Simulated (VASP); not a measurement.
# TiO2 (I4_1/amd) in VASP: single point with PBE+U

Aim: the single point of TiO2 with PBE+U.

All numbers are computed with VASP 6.6.1; they aren't measurements. Logs are shortened: lines on timing, memory, paths and dates and some standing lists are left out, and cuts for length are marked.

## 1. The cell of the first run

It takes space group I4_1/amd (No. 141, tetragonal). The conventional cell has a = 3.784 Å, b = 3.784 Å, c = 9.515 Å, α = 90.00°, β = 90.00°, γ = 90.00°. Ti (site symmetry -4m2) has 6 O at 1.93 to 1.98 Å within 2.6 Å. O (site symmetry 2mm) has 3 Ti at 1.93 to 1.98 Å and 2 O at 2.47 Å within 2.6 Å.

## 2. Single point, PBE+U

File INCAR:

```
ALGO = Normal
EDIFF = 1E-6
ENCUT = 520
GGA = PE
ISIF = 2
ISMEAR = -1
ISYM = 0
LASPH = True
LCHARG = False
LDAU = True
LDAUJ = 0 0
LDAUL = 2 -1
LDAUPRINT = 1
LDAUTYPE = 2
LDAUU = 5.9 0
LMAXMIX = 4
LREAL = False
LWAVE = False
NBANDS = 33
NELM = 150
PREC = Accurate
SIGMA = 0.05
```

File KPOINTS:

```
k-points
0
Gamma
  5 5 7
```

File POSCAR:

```
TiO2
1.0
   -1.8921000000      1.8921000000      4.7573000000
    1.8921000000     -1.8921000000      4.7573000000
    1.8921000000      1.8921000000     -4.7573000000
Ti O
2 4
Direct
    0.0000000000      0.0000000000      0.0000000000
    0.7500000000      0.2500000000      0.5000000000
    0.2081000000      0.2081000000      0.0000000000
    0.9581000000      0.4581000000      0.5000000000
    0.5419000000      0.0419000000      0.5000000000
    0.7919000000      0.7919000000      0.0000000000
```

Potentials or basis: VASP PAW PBE potentials, release 64 (Ti_sv, O).

Command:

```
$ cat potpaw_PBE.64/Ti_sv/POTCAR potpaw_PBE.64/O/POTCAR > POTCAR
$ mpirun -np 1 vasp_std > vasp.out
```

OUTCAR:

```text
EDIFF = 1E-6
   ENCUT = 520
   GGA = PE
   ISIF = 2
   ISMEAR = -1
   ISYM = 0
   LASPH = True
   LREAL = False
   NELM = 150
   PREC = Accurate

 ion  position               nearest neighbor table
   1  0.000  0.000  0.000-   5 1.93   4 1.93   5 1.93   4 1.93   3 1.98   6 1.98
   2  0.750  0.250  0.500-   6 1.93   3 1.93   6 1.93   3 1.93   4 1.98   5 1.98
   3  0.208  0.208  0.000-   2 1.93   2 1.93   1 1.98
   4  0.958  0.458  0.500-   1 1.93   1 1.93   2 1.98
   5  0.542  0.042  0.500-   1 1.93   1 1.93   2 1.98
   6  0.792  0.792  0.000-   2 1.93   2 1.93   1 1.98

IMPORTANT INFORMATION: All symmetrisations will be switched off!
NOSYMM: (Re-)initialisation of all symmetry stuff for point group C_1.

----------------------------------------------------------------------------------------

                                     Primitive cell

  volume of cell :      68.1253

  direct lattice vectors                    reciprocal lattice vectors
    -1.892100000  1.892100000  4.757300000     0.000000000  0.264256646  0.105101633
     1.892100000 -1.892100000  4.757300000     0.264256646  0.000000000  0.105101633
     1.892100000  1.892100000 -4.757300000     0.264256646  0.264256646  0.000000000

  length of vectors
     5.458203744  5.458203744  5.458203744     0.284390450  0.284390450  0.373715333

  position of ions in fractional coordinates (direct lattice)
     0.000000000  0.000000000  0.000000000
     0.750000000  0.250000000  0.500000000
     0.208100000  0.208100000  0.000000000
     0.958100000  0.458100000  0.500000000
     0.541900000  0.041900000  0.500000000
     0.791900000  0.791900000  0.000000000

  ion indices of the primitive-cell ions
   primitive index   ion index
                 1           1
                 2           2
                 3           3
                 4           4
                 5           5
                 6           6

----------------------------------------------------------------------------------------

 KPOINTS: k-points

Automatic generation of k-mesh.
 Grid dimensions read from file:
 generate k-points for:    5    5    7

 Generating k-lattice:

  Cartesian coordinates                     Fractional coordinates (reciprocal lattice)
     0.000000000  0.052851329  0.021020327     0.200000000  0.000000000  0.000000000
     0.052851329  0.000000000  0.021020327     0.000000000  0.200000000  0.000000000
     0.037750949  0.037750949  0.000000000     0.000000000  0.000000000  0.142857143

  Length of vectors
     0.056878090  0.056878090  0.053387905

  Shift w.r.t. Gamma in fractional coordinates (k-lattice)
     0.000000000  0.000000000  0.000000000

 -----------------------------------------------------------------------------
|                                                                             |
|           W    W    AA    RRRRR   N    N  II  N    N   GGGG   !!!           |
|           W    W   A  A   R    R  NN   N  II  NN   N  G    G  !!!           |
|           W    W  A    A  R    R  N N  N  II  N N  N  G       !!!           |
|           W WW W  AAAAAA  RRRRR   N  N N  II  N  N N  G  GGG   !            |
|           WW  WW  A    A  R   R   N   NN  II  N   NN  G    G                |
|           W    W  A    A  R    R  N    N  II  N    N   GGGG   !!!           |
|                                                                             |
|     Your reciprocal lattice and k-lattice belong to different lattice       |
|     classes:                                                                |
[... 100 lines left out ...]
 NGX is ok and might be reduce to    42
   NGX = 21   NGY = 21   NGZ = 21

atom =   1  type =  1  l = 2

 onsite density matrix

spin component  1

  0.0968  0.0000  0.0000  0.0000  0.0000
  0.0000  0.0940 -0.0000 -0.0000 -0.0000
  0.0000 -0.0000  0.2498  0.0000  0.0000
  0.0000 -0.0000  0.0000  0.0940 -0.0000
  0.0000 -0.0000  0.0000 -0.0000  0.2502

spin component  2

  0.0968  0.0000  0.0000  0.0000  0.0000
  0.0000  0.0940 -0.0000 -0.0000 -0.0000
  0.0000 -0.0000  0.2498  0.0000  0.0000
  0.0000 -0.0000  0.0000  0.0940 -0.0000
  0.0000 -0.0000  0.0000 -0.0000  0.2502

 occupancies and eigenvectors

  o =  0.0940  v = -0.0001  0.8297 -0.0000  0.5581  0.0000  0.0000  0.0000  0.0000  0.0000  0.0000      0.0000  0.0000  0.0000  0.0000  0.0000  0.0000  0.0000  0.0000  0.0000  0.0000
  o =  0.0940  v =  0.0000  0.0000  0.0000  0.0000  0.0000 -0.0001  0.8297 -0.0000  0.5581  0.0000      0.0000  0.0000  0.0000  0.0000  0.0000  0.0000  0.0000  0.0000  0.0000  0.0000
  o =  0.0940  v = -0.0000 -0.5581 -0.0000  0.8297  0.0000  0.0000  0.0000  0.0000  0.0000  0.0000      0.0000  0.0000  0.0000  0.0000  0.0000  0.0000  0.0000  0.0000  0.0000  0.0000
  o =  0.0940  v =  0.0000  0.0000  0.0000  0.0000  0.0000 -0.0000 -0.5581 -0.0000  0.8297  0.0000      0.0000  0.0000  0.0000  0.0000  0.0000  0.0000  0.0000  0.0000  0.0000  0.0000
  o =  0.0968  v =  0.0000  0.0000  0.0000  0.0000  0.0000  1.0000  0.0001 -0.0000  0.0001 -0.0000      0.0000  0.0000  0.0000  0.0000  0.0000  0.0000  0.0000  0.0000  0.0000  0.0000
  o =  0.0968  v =  1.0000  0.0001 -0.0000  0.0001 -0.0000  0.0000  0.0000  0.0000  0.0000  0.0000      0.0000  0.0000  0.0000  0.0000  0.0000  0.0000  0.0000  0.0000  0.0000  0.0000
  o =  0.2498  v =  0.0000  0.0000  0.0000  0.0000  0.0000 -0.0000  0.0000 -1.0000 -0.0000  0.0014      0.0000  0.0000  0.0000  0.0000  0.0000  0.0000  0.0000  0.0000  0.0000  0.0000
  o =  0.2498  v = -0.0000  0.0000 -1.0000 -0.0000  0.0014  0.0000  0.0000  0.0000  0.0000  0.0000      0.0000  0.0000  0.0000  0.0000  0.0000  0.0000  0.0000  0.0000  0.0000  0.0000
  o =  0.2502  v =  0.0000 -0.0000  0.0014 -0.0000  1.0000  0.0000  0.0000  0.0000  0.0000  0.0000      0.0000  0.0000  0.0000  0.0000  0.0000  0.0000  0.0000  0.0000  0.0000  0.0000
  o =  0.2502  v =  0.0000  0.0000  0.0000  0.0000  0.0000  0.0000 -0.0000  0.0014 -0.0000  1.0000      0.0000  0.0000  0.0000  0.0000  0.0000  0.0000  0.0000  0.0000  0.0000  0.0000

atom =   2  type =  1  l = 2

 onsite density matrix

spin component  1

  0.0968  0.0000  0.0000  0.0000  0.0000
  0.0000  0.0940  0.0000 -0.0000 -0.0000
  0.0000  0.0000  0.2498  0.0000  0.0000
  0.0000 -0.0000  0.0000  0.0940 -0.0000
  0.0000 -0.0000  0.0000 -0.0000  0.2502

spin component  2

  0.0968  0.0000  0.0000  0.0000  0.0000
  0.0000  0.0940  0.0000 -0.0000 -0.0000
  0.0000  0.0000  0.2498  0.0000  0.0000
  0.0000 -0.0000  0.0000  0.0940 -0.0000
  0.0000 -0.0000  0.0000 -0.0000  0.2502

 occupancies and eigenvectors

  o =  0.0940  v = -0.0001  0.8530 -0.0000  0.5220  0.0000  0.0000  0.0000  0.0000  0.0000  0.0000      0.0000  0.0000  0.0000  0.0000  0.0000  0.0000  0.0000  0.0000  0.0000  0.0000
  o =  0.0940  v =  0.0000  0.0000  0.0000  0.0000  0.0000 -0.0001  0.8530 -0.0000  0.5220  0.0000      0.0000  0.0000  0.0000  0.0000  0.0000  0.0000  0.0000  0.0000  0.0000  0.0000
  o =  0.0940  v = -0.0000 -0.5220 -0.0000  0.8530  0.0000  0.0000  0.0000  0.0000  0.0000  0.0000      0.0000  0.0000  0.0000  0.0000  0.0000  0.0000  0.0000  0.0000  0.0000  0.0000
  o =  0.0940  v =  0.0000  0.0000  0.0000  0.0000  0.0000 -0.0000 -0.5220 -0.0000  0.8530  0.0000      0.0000  0.0000  0.0000  0.0000  0.0000  0.0000  0.0000  0.0000  0.0000  0.0000
  o =  0.0968  v =  0.0000  0.0000  0.0000  0.0000  0.0000  1.0000  0.0000 -0.0000  0.0000 -0.0000      0.0000  0.0000  0.0000  0.0000  0.0000  0.0000  0.0000  0.0000  0.0000  0.0000
  o =  0.0968  v =  1.0000  0.0000 -0.0000  0.0000 -0.0000  0.0000  0.0000  0.0000  0.0000  0.0000      0.0000  0.0000  0.0000  0.0000  0.0000  0.0000  0.0000  0.0000  0.0000  0.0000
  o =  0.2498  v =  0.0000  0.0000  0.0000  0.0000  0.0000 -0.0000 -0.0000 -1.0000 -0.0000  0.0015      0.0000  0.0000  0.0000  0.0000  0.0000  0.0000  0.0000  0.0000  0.0000  0.0000
  o =  0.2498  v = -0.0000 -0.0000 -1.0000 -0.0000  0.0015  0.0000  0.0000  0.0000  0.0000  0.0000      0.0000  0.0000  0.0000  0.0000  0.0000  0.0000  0.0000  0.0000  0.0000  0.0000
  o =  0.2502  v =  0.0000 -0.0000  0.0015 -0.0000  1.0000  0.0000  0.0000  0.0000  0.0000  0.0000      0.0000  0.0000  0.0000  0.0000  0.0000  0.0000  0.0000  0.0000  0.0000  0.0000
  o =  0.2502  v =  0.0000  0.0000  0.0000  0.0000  0.0000  0.0000 -0.0000  0.0015 -0.0000  1.0000      0.0000  0.0000  0.0000  0.0000  0.0000  0.0000  0.0000  0.0000  0.0000  0.0000

 number of electron      47.9999989 magnetization

 Free energy of the ion-electron system (eV)
  ---------------------------------------------------
  ext. energy  EPLUGINS =         0.00000000
  ---------------------------------------------------
  free energy    TOTEN  =       -45.90046417 eV

  energy without entropy =      -45.90046417  energy(sigma->0) =      -45.90046417

 E-fermi :   4.9888     XC(G=0): -10.7599

 val. band max:        3.7735794759   @ k =   0.0000   0.0000   0.4286
 cond. band min:       6.7562260466   @ k =   0.0000   0.0000   0.0000
 fundamental gap:      2.9826465707
 Fermi energy:         4.9887599885

 k-point     1 :       0.0000    0.0000    0.0000
  band No.  band energies     occupation
      1     -54.0834      2.00000
      2     -54.0268      2.00000
      3     -30.4623      2.00000
      4     -30.2391      2.00000
      5     -30.2391      2.00000
      6     -30.1725      2.00000
[... 853 lines left out ...]
     32      10.3472      0.00000
     33      10.4725      0.00000

 [... further k-points ...]

------------------------ aborting loop because EDIFF is reached ----------------------------------------

  FORCE on cell =-STRESS in cart. coord.  units (eV):
  Direction    XX          YY          ZZ          XY          YZ          ZX
  --------------------------------------------------------------------------------------
  -------------------------------------------------------------------------------------
  Total        7.3963119      7.3962721      6.9307675     -0.0000230     -0.0000635     -0.0000556
  in kB      173.9470625    173.9461266    162.9983504     -0.0005412     -0.0014945     -0.0013085
  external PRESSURE =     170.2971798 kB  Pullay stress =       0.0000000 kB

 VOLUME and BASIS-vectors are now :
 -----------------------------------------------------------------------------
  energy-cutoff  :      520.00
  volume of cell :       68.13
      direct lattice vectors                 reciprocal lattice vectors
    -1.892100000  1.892100000  4.757300000     0.000000000  0.264256646  0.105101633
     1.892100000 -1.892100000  4.757300000     0.264256646  0.000000000  0.105101633
     1.892100000  1.892100000 -4.757300000     0.264256646  0.264256646  0.000000000

 POSITION                                       TOTAL-FORCE (eV/Angst)
 -----------------------------------------------------------------------------------
      0.00000      0.00000      0.00000         0.000014     -0.000009     -0.000026
      0.00000      1.89210      2.37865        -0.000008      0.000012      0.000025
      0.00000      0.00000      1.97999         0.000003      0.000006      0.291054
      0.00000      1.89210      4.35864         0.000008     -0.000006      0.291055
      0.00000      1.89210      0.39866        -0.000008     -0.000003     -0.291069
      0.00000      0.00000      7.53461        -0.000009     -0.000000     -0.291038
 -----------------------------------------------------------------------------------
    total drift:                                0.000012      0.000011      0.000047

  FREE ENERGIE OF THE ION-ELECTRON SYSTEM (eV)
  ---------------------------------------------------
  free  energy   TOTEN  =       -45.9004641702 eV

  energy  without entropy=      -45.9004641702  energy(sigma->0) =      -45.90046417
```

It took 11 min on 1 thread of AMD EPYC 7R13, shared host; peak memory 0.32 GiB.

What came out:

| Quantity | Value |
| --- | --- |
| Free energy | -45.9005 eV |
| Pressure | 17.0 GPa |
| Largest force | 0.291 eV/Å |
| Band gap on the k mesh | 2.98 eV (least direct gap 3.48 eV) |

Forces on the atoms (eV/Å):
```
Ti   0.000  0.000  0.000
Ti   0.000  0.000  0.000
O    0.000  0.000  0.291
O    0.000  0.000  0.291
O    0.000  0.000 -0.291
O    0.000  0.000 -0.291
```

Stress tensor (GPa, compression positive):
```
17.39  0.00  0.00
 0.00 17.39  0.00
 0.00  0.00 16.30
```

Levels at points of the mesh, in eV from the valence-band top:
```
           k point  band 22  band 23  band 24  band 25  band 26  band 27
(0.00, 0.00, 0.00)    -0.75    -0.50    -0.50     2.98     3.79     4.69
```

Eigenvalues of the final occupation matrices:
```csv
site,spin,trace,eigenvalues
site 1 d,1,0.78,0.09 0.09 0.10 0.25 0.25
site 1 d,2,0.78,0.09 0.09 0.10 0.25 0.25
site 2 d,1,0.78,0.09 0.09 0.10 0.25 0.25
site 2 d,2,0.78,0.09 0.09 0.10 0.25 0.25
```

Caveat: the cell stands under pressure.
